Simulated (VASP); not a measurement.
Here is a VASP 6.6.1 calculation.

The input POSCAR:

```
LiH17O9
1.0
    7.1738770000      0.0000000000      0.0000000000
    0.0000000000      7.1738770000      0.0000000000
    0.0000000000      0.0000000000      7.1738770000
O H Li
9 17 1
Direct
   -0.0994441360      0.3514835841      0.0669791244
    0.9697824482      0.8441042410      0.8976875405
    0.5277062877      0.5845096034      0.2060252775
    0.3570593697      0.7415794835      0.9129930719
    0.6849434413      0.9862031367      0.3971074497
    0.4293912483      0.0689167099      0.7039289913
    0.9490962836      0.4055687043      0.6853058674
    0.9243676746      0.6827549455      0.3983201831
    0.6440450540      0.5581640165      0.7949118726
   -0.0368001849      0.3665521447     -0.0556742191
   -0.0515202589      0.2314090414      0.1073478121
    1.0912927556      0.7950652067      0.8751892456
    0.9245488876      0.8224562534      1.0216790726
    0.4475125514      0.6550154122      0.1107490413
    0.4428985889      0.5384117960      0.2940948109
    0.4015262598      0.8707425566      0.8776704702
    0.4493804396      0.6568972398      0.8423618080
    0.6096006385      0.9064415239      0.3252076945
    0.7827009022      0.9057863691      0.4358870385
    0.3294034732      0.0118903628      0.6443796012
    0.5348711722      0.0605669710      0.6105485221
    0.9589096663      0.2740498617      0.6461917315
    0.8083634554      0.4376573504      0.7060756687
    0.8387514868      0.6059903174      0.3291665023
    0.9489708285      0.6053351626      0.5088043745
    0.7154151096      0.6716312532      0.7907021545
    0.6474462832      0.4411143375      0.0186788817
```

INCAR.step1

```
SYSTEM = LiH17O9
  PREC = Accurate
  ENCUT = 520
  ISMEAR = -1
  SIGMA = 0.05
  LREAL = Auto
  LASPH = .True.
  NELM = 60
  NBANDS = 56
  GGA = PE
  ALGO = Normal
  EDIFF = 1E-4
  LWAVE = .True.
  LCHARG = .False.
```

Contents of INCAR.step2:

```
SYSTEM = LiH17O9
  PREC = Accurate
  ENCUT = 520
  EDIFF = 1E-6
  ISMEAR = -1
  SIGMA = 0.05
  LREAL = Auto
  LASPH = .True.
  NELM = 60
  ALGO = Normal
  ISIF = 2
  LWAVE = .False.
  LCHARG = .True.
  METAGGA = R2SCAN
  LMIXTAU = .True.
  LELF = .True.
  LVHAR = .True.
  NBANDS = 56
  ISTART = 1
```

The input KPOINTS:

```
Automatic mesh
0
Gamma
  1 1 1
  0 0 0
```

Potentials or basis: VASP PAW PBE potentials, release 64 (O, H, Li_sv).

Run with:

```sh
$ cat potpaw_PBE.64/O/POTCAR potpaw_PBE.64/H/POTCAR potpaw_PBE.64/Li_sv/POTCAR > POTCAR
$ cp INCAR.step1 INCAR
$ mpirun -np 1 vasp_gam > vasp.out
$ cp INCAR.step2 INCAR
$ mpirun -np 1 vasp_gam > vasp.out
```

(1) Predict the largest force.

(2) Predict the band gap on the k mesh.

Answers

(1) 2.794 eV/Å.

(2) 4.25 eV.

Caveat: the k points lie up to 0.88 Å⁻¹ apart; the PAW data sets were made with another functional, which shifts forces and pressure a little.
